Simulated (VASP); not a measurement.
A run of VASP 6.6.1:

File INCAR:

```
PREC = Accurate
ENCUT = 520
EDIFF = 1E-7
ISMEAR = 0
SIGMA = 0.1
LREAL = F
LASPH = T
NELM = 100
ALGO = Normal
ISIF = 2
LWAVE = F
LCHARG = F
GGA = PE
NBANDS = 33
```

Contents of KPOINTS:

```
Automatic mesh
0
Gamma
  4 4 4
```

File POSCAR:

```
TePt3W
1.0
    4.8685814438      0.0000000000      0.0000000000
    0.0000000000      4.8685814438      0.0000000000
    0.0000000000      0.0000000000      4.8685814438
Te Pt W
1 3 1
Direct
    0.0000000000      0.0000000000      0.0000000000
    0.0000000000      0.5000000000      0.5000000000
    0.5000000000      0.0000000000      0.5000000000
    0.5000000000      0.5000000000      0.0000000000
    0.5000000000      0.5000000000      0.5000000000
```

Potentials or basis: VASP PAW PBE potentials, release 64 (Te, Pt, W_sv).

Launch:

```bash
$ cat potpaw_PBE.64/Te/POTCAR potpaw_PBE.64/Pt/POTCAR potpaw_PBE.64/W_sv/POTCAR > POTCAR
$ mpirun -np 1 vasp_std > vasp.out
```

Hardware: 1 thread of AMD EPYC 7R43 64-Core Processor (Zen 3), with other jobs on the host.

**Question.** How long does it take, and how much memory?

**Answer.** Wall time 34 s on 1 thread of AMD EPYC 7R43 64-Core Processor (Zen 3), with other jobs on the host, peak memory 0.19 GiB. Counts: scf iterations 16, k points 10.
